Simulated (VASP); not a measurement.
# CuAu12 in VASP: single point with PBE

Aim: the single point of CuAu12 with PBE.

Program: VASP 6.6.1. These are calculated values, not measurements. Logs are shortened: lines on timing, memory, paths and dates and some standing lists are left out, and cuts for length are marked.

### Step 1. The cell of the first run

The cell holds a slab with vacuum, 13 atoms: a = 5.770 Å, b = 5.770 Å, c = 17.711 Å, α = 90.00°, β = 90.00°, γ = 60.00°.

### Step 2. Single point, PBE

Contents of INCAR:

```
SYSTEM = CuAu12
PREC = Accurate
ENCUT = 520
EDIFF = 1E-6
ISMEAR = -1
SIGMA = 0.05
LREAL = .False.
LASPH = .True.
NELM = 100
ALGO = Normal
ISIF = 2
LWAVE = .False.
LCHARG = .False.
GGA = PE
NBANDS = 84
```

Contents of KPOINTS:

```
regular mesh
0
Gamma
  3 3 1
  0 0 0
```

Contents of POSCAR:

```
CuAu12
1.0
    5.7699910000      0.0000000000      0.0000000000
    2.8849960000      4.9969590000      0.0000000000
    0.0000000000      0.0000000000     17.7111780000
Au Cu
12 1
Direct
    0.1666696938      0.1666613634      0.0564615183
    0.6666704737      0.1666613634      0.0564615183
    0.1666679892      0.6666654659      0.0564615183
    0.6666687691      0.6666654659      0.0564615183
   -0.1475925246      0.3710256578      0.2083204178
    0.3514818731      0.3633810083      0.2068524183
   -0.1473075842      0.8890006902      0.2123574163
    0.3590164279      0.8726107218      0.2360938386
   -0.1549105624      0.2386251318      0.4564236213
    0.3309193533      0.2640205773      0.4298923539
   -0.1137252980      0.5844354536      0.3361154182
    0.3720584765      0.7255212620      0.4315127994
    0.8674116132      0.7748512645      0.4621431731
```

Potentials or basis: VASP PAW PBE potentials, release 64 (Au, Cu).

Started as:

```bash
$ cat potpaw_PBE.64/Au/POTCAR potpaw_PBE.64/Cu/POTCAR > POTCAR
$ mpirun -np 1 vasp_std > vasp.out
```

OUTCAR:

```text
SYSTEM = CuAu12
   PREC = Accurate
   ENCUT = 520
   EDIFF = 1E-6
   ISMEAR = -1
   LREAL = .False.
   LASPH = .True.
   NELM = 100
   ISIF = 2
   GGA = PE

 ion  position               nearest neighbor table
   1  0.167  0.167  0.056-   3 2.88   4 2.88   2 2.88   2 2.89   4 2.89   3 2.89   5 3.13   6 3.28
                             8 3.51
   2  0.667  0.167  0.056-   3 2.88   4 2.88   1 2.88   1 2.89   3 2.89   4 2.89   7 3.10   6 3.10
                             5 3.32
   3  0.167  0.667  0.056-   2 2.88   1 2.88   4 2.88   4 2.89   2 2.89   1 2.89   6 3.07   7 3.20
[... 15 lines left out ...]
  12  0.372  0.726  0.432-  10 2.79   9 2.81  13 2.83  10 3.00   9 3.03  13 3.06  11 3.15   8 3.56

  13  0.867  0.775  0.462-  11 2.47   9 2.62  12 2.83  10 2.88  10 3.02  12 3.06   9 3.16

  LATTYP: Found a hexagonal cell.
 ALAT       =     5.7699914357
 C/A-ratio  =     3.0695328056

  Lattice vectors:

 A1 = (  -2.8849960000,  -4.9969590000,   0.0000000000)
 A2 = (   5.7699910000,   0.0000000000,   0.0000000000)
 A3 = (   0.0000000000,   0.0000000000,  17.7111780000)

Analysis of symmetry for initial positions (statically):
=====================================================================
 Subroutine PRICEL returns:
 Original cell was already a primitive cell.

 Routine SETGRP: Setting up the symmetry group for a
 hexagonal supercell.

 Subroutine GETGRP returns: Found  1 space group operations
 (whereof  1 operations were pure point group operations)
 out of a pool of 24 trial point group operations.

The static configuration has the point symmetry C_1 .

Analysis of symmetry for dynamics (positions and initial velocities):
=====================================================================
 Subroutine PRICEL returns:
 Original cell was already a primitive cell.

 Routine SETGRP: Setting up the symmetry group for a
 hexagonal supercell.

 Subroutine GETGRP returns: Found  1 space group operations
 (whereof  1 operations were pure point group operations)
 out of a pool of 24 trial point group operations.

The dynamic configuration has the point symmetry C_1 .

 Subroutine INISYM returns: Found  1 space group operations
 (whereof  1 operations are pure point group operations),
 and found     1 'primitive' translations

----------------------------------------------------------------------------------------

                                     Primitive cell

  volume of cell :     510.6559

  direct lattice vectors                    reciprocal lattice vectors
     5.769991000  0.000000000  0.000000000     0.173310496 -0.100060874  0.000000000
     2.884996000  4.996959000  0.000000000     0.000000000  0.200121714  0.000000000
     0.000000000  0.000000000 17.711178000     0.000000000  0.000000000  0.056461518

  length of vectors
     5.769991000  5.769991436 17.711178000     0.200121729  0.200121714  0.056461518

  position of ions in fractional coordinates (direct lattice)
     0.166669694  0.166661363  0.056461518
     0.666670474  0.166661363  0.056461518
     0.166667989  0.666665466  0.056461518
     0.666668769  0.666665466  0.056461518
     0.852407475  0.371025658  0.208320418
     0.351481873  0.363381008  0.206852418
     0.852692416  0.889000690  0.212357416
     0.359016428  0.872610722  0.236093839
     0.845089438  0.238625132  0.456423621
     0.330919353  0.264020577  0.429892354
     0.886274702  0.584435454  0.336115418
     0.372058477  0.725521262  0.431512799
     0.867411613  0.774851265  0.462143173

  ion indices of the primitive-cell ions
   primitive index   ion index
                 1           1
                 2           2
                 3           3
                 4           4
                 5           5
                 6           6
                 7           7
                 8           8
                 9           9
                10          10
                11          11
                12          12
                13          13

----------------------------------------------------------------------------------------

 KPOINTS: regular mesh

Automatic generation of k-mesh.
 Grid dimensions read from file:
 generate k-points for:    3    3    1

 Generating k-lattice:

  Cartesian coordinates                     Fractional coordinates (reciprocal lattice)
     0.057770165 -0.033353625  0.000000000     0.333333333  0.000000000  0.000000000
     0.000000000  0.066707238  0.000000000     0.000000000  0.333333333  0.000000000
     0.000000000  0.000000000  0.056461518     0.000000000  0.000000000  1.000000000

  Length of vectors
     0.066707243  0.066707238  0.056461518

  Shift w.r.t. Gamma in fractional coordinates (k-lattice)
     0.000000000  0.000000000  0.000000000

 Subroutine IBZKPT returns following result:
 ===========================================

 Found      5 irreducible k-points:

 Following reciprocal coordinates:
            Coordinates               Weight
  0.000000  0.000000  0.000000      1.000000
  0.333333  0.000000  0.000000      2.000000
  0.333333  0.333333  0.000000      2.000000
  0.000000  0.333333  0.000000      2.000000
 -0.333333  0.333333  0.000000      2.000000
   k-points           NKPTS =      5   k-points in BZ     NKDIM =      5   number of bands    NBANDS=     84
   number of dos      NEDOS =    301   number of ions     NIONS =     13
   total plane-waves  NPLWV = 322560
   dimension x,y,z NGX =    48 NGY =   48 NGZ =  140
   dimension x,y,z NGXF=    96 NGYF=   96 NGZF=  280
   ions per type =              12   1
   NGX,Y,Z   is equivalent  to a cutoff of  13.83, 13.83, 13.14 a.u.
   NGXF,Y,Z  is equivalent  to a cutoff of  27.66, 27.66, 26.28 a.u.
 SYSTEM =  CuAu12
   PREC   = accura    normal or accurate (medium, high low for compatibility)
   ISTART =      0    job   : 0-new  1-cont  2-samecut
   ICHARG =      2    charge: 1-file 2-atom 10-const
   ISPIN  =      1    spin polarized calculation?
   LNONCOLLINEAR =      F non collinear calculations
   LSORBIT =      F    spin-orbit coupling
   LASPH  =      T    aspherical Exc in radial PAW
   ENCUT  =  520.0 eV  38.22 Ry    6.18 a.u.  10.73 10.73 32.93*2*pi/ulx,y,z
   NELM   =    100;   NELMIN=  2; NELMDL= -5     # of ELM steps
   EDIFF  = 0.1E-05   stopping-criterion for ELM
   LREAL  =      F    real-space projection
   EDIFFG = 0.1E-04   stopping-criterion for IOM
   NSW    =      0    number of steps for IOM
   IBRION =     -1    ionic relax: 0-MD 1-quasi-New 2-CG
   NFREE  =      0    steps in history (QN), initial steepest desc. (CG)
   ISIF   =      2    stress and relaxation
   ISYM   =      2    0-nonsym 1-usesym 2-fastsym
   POTIM  = 0.5000    time-step for ionic-motion
   TEBEG  =    0.0;   TEEND  =   0.0 temperature during run
   PSTRESS=    0.0 pullay stress
   NELECT =     143.0000    total number of electrons
   NUPDOWN=      -1.0000    fix difference up-down
   EMIN   =  10.00;   EMAX   =-10.00  energy-range for DOS
   EFERMI =   0.00;   METHOD = LEGACY
   ISMEAR =    -1;   SIGMA  =   0.05  broadening in eV -4-tet -1-fermi 0-gaus
   EFERMI_NEDOS =   21; number of points for ismear=-14 and -15
   IALGO  =     38    algorithm
   IMIX   =      4    mixing-type and parameters
     AMIX     =   0.40;   BMIX     =  1.00
     AMIX_MAG =   1.60;   BMIX_MAG =  1.00
  volume/ion in A,a.u.               =      39.28       265.08
  Fermi-wavevector in a.u.,A,eV,Ry     =   1.071052  2.023996 15.607968  1.147153
  Thomas-Fermi vector in A             =   2.206781
   LORBIT       =      0    0 simple, 1 ext, 2 COOP (PROOUT), +10 PAW based schemes
   GGA     = PE    functional components
   LHFCALC =     F    Hartree Fock is set to
   AEXX    =    0.0000 exact exchange contribution
   IVDW    =     0    specifies the selected vdW correction
   LEPSILON=     F    determine dielectric tensor
   LRPA    =     F    only Hartree local field effects (RPA)
 non-spin polarized calculation
  energy-cutoff  :      520.00
  volume of cell :      510.66
 maximum number of plane-waves:     13793
 NGX is ok and might be reduce to    48
   NGX = 21   NGY = 21   NGZ = 65

 number of electron     143.0000015 magnetization

 Free energy of the ion-electron system (eV)
  ---------------------------------------------------
  ext. energy  EPLUGINS =         0.00000000
  ---------------------------------------------------
  free energy    TOTEN  =       -38.72481573 eV

  energy without entropy =      -38.70765249  energy(sigma->0) =      -38.71623411

 E-fermi :   1.0042     XC(G=0):  -6.8007

 val. band max:        0.4373956268   @ k =   0.3333   0.3333   0.0000
 cond. band min:       1.0782567278   @ k =   0.3333   0.0000   0.0000
 fundamental gap:      0.6408611009
 Fermi energy:         1.0041806045

 k-point     1 :       0.0000    0.0000    0.0000
  band No.  band energies     occupation
      1      -6.8906      2.00000
      2      -6.0032      2.00000
      3      -5.6244      2.00000
      4      -5.1142      2.00000
      5      -5.0648      2.00000
      6      -4.8916      2.00000
[... 419 lines left out ...]
     82       5.5839      0.00000
     83       5.8438      0.00000
 [bands above 83 left out]

------------------------ aborting loop because EDIFF is reached ----------------------------------------

  FORCE on cell =-STRESS in cart. coord.  units (eV):
  Direction    XX          YY          ZZ          XY          YZ          ZX
  --------------------------------------------------------------------------------------
  -------------------------------------------------------------------------------------
  Total      -23.0513223    -20.6222656      0.9412948      1.6247383      1.1495380      0.9749955
  in kB      -72.3232702    -64.7021317      2.9533022      5.0975984      3.6066629      3.0590376
  external PRESSURE =     -44.6906999 kB  Pullay stress =       0.0000000 kB

 VOLUME and BASIS-vectors are now :
 -----------------------------------------------------------------------------
  energy-cutoff  :      520.00
  volume of cell :      510.66
      direct lattice vectors                 reciprocal lattice vectors
     5.769991000  0.000000000  0.000000000     0.173310496 -0.100060874  0.000000000
     2.884996000  4.996959000  0.000000000     0.000000000  0.200121714  0.000000000
     0.000000000  0.000000000 17.711178000     0.000000000  0.000000000  0.056461518

 POSITION                                       TOTAL-FORCE (eV/Angst)
 -----------------------------------------------------------------------------------
      1.44250      0.83280      1.00000         0.008608     -0.087567     -0.041370
      4.32750      0.83280      1.00000         0.018882     -0.000615      0.057973
      2.88500      3.33130      1.00000         0.068979      0.058193     -0.087297
      5.77000      3.33130      1.00000        -0.078949      0.066781     -0.116491
      5.98879      1.85400      3.68960        -0.227854     -0.202057     -0.508196
      3.07640      1.81580      3.66360         0.019393      0.335237      0.419964
      7.48479      4.44230      3.76110         0.048698     -0.286811      0.082171
      4.58900      4.36040      4.18150        -0.039528     -0.165812     -0.206043
      5.56459      1.19240      8.08380         0.200942     -0.067471     -0.668395
      2.67110      1.31930      7.61390         0.035350     -0.368945      0.466002
      6.79989      2.92040      5.95300        -0.135805     -0.085174      0.342685
      4.23990      3.62540      7.64260         0.073889      0.588432      0.205242
      7.24040      3.87190      8.18510         0.007395      0.215808      0.053755
 -----------------------------------------------------------------------------------
    total drift:                                0.000098      0.000116      0.001272

  FREE ENERGIE OF THE ION-ELECTRON SYSTEM (eV)
  ---------------------------------------------------
  free  energy   TOTEN  =       -38.7248157335 eV

  energy  without entropy=      -38.7076524939  energy(sigma->0) =      -38.71623411
```

Wall time 7.8 min (1 thread of AMD EPYC 7R43 (Zen 3), shared host); peak memory 0.66 GiB.

Results:

```yaml
Free_energy: -38.7248 eV
Largest_force: 0.701 eV/Å
```

Forces on the atoms (eV/Å):
```
Au   0.009 -0.088 -0.041
Au   0.019 -0.001  0.058
Au   0.069  0.058 -0.087
Au  -0.079  0.067 -0.116
Au  -0.228 -0.202 -0.508
Au   0.019  0.335  0.420
Au   0.049 -0.287  0.082
Au  -0.040 -0.166 -0.206
Au   0.201 -0.067 -0.668
Au   0.035 -0.369  0.466
Au  -0.136 -0.085  0.343
Au   0.074  0.588  0.205
Cu   0.007  0.216  0.054
```

Levels at points of the mesh, in eV from the Fermi level:
```csv
k point,band 67,band 68,band 69,band 70,band 71,band 72,band 73,band 74,band 75,band 76
"(0.00, 0.00, 0.00)",-1.43,-1.40,-0.73,0.64,0.71,0.93,1.06,1.33,1.46,1.67
```

Caveat: the k points lie up to 0.42 Å⁻¹ apart; spin-orbit coupling is left out, which moves the levels of the heavy elements.
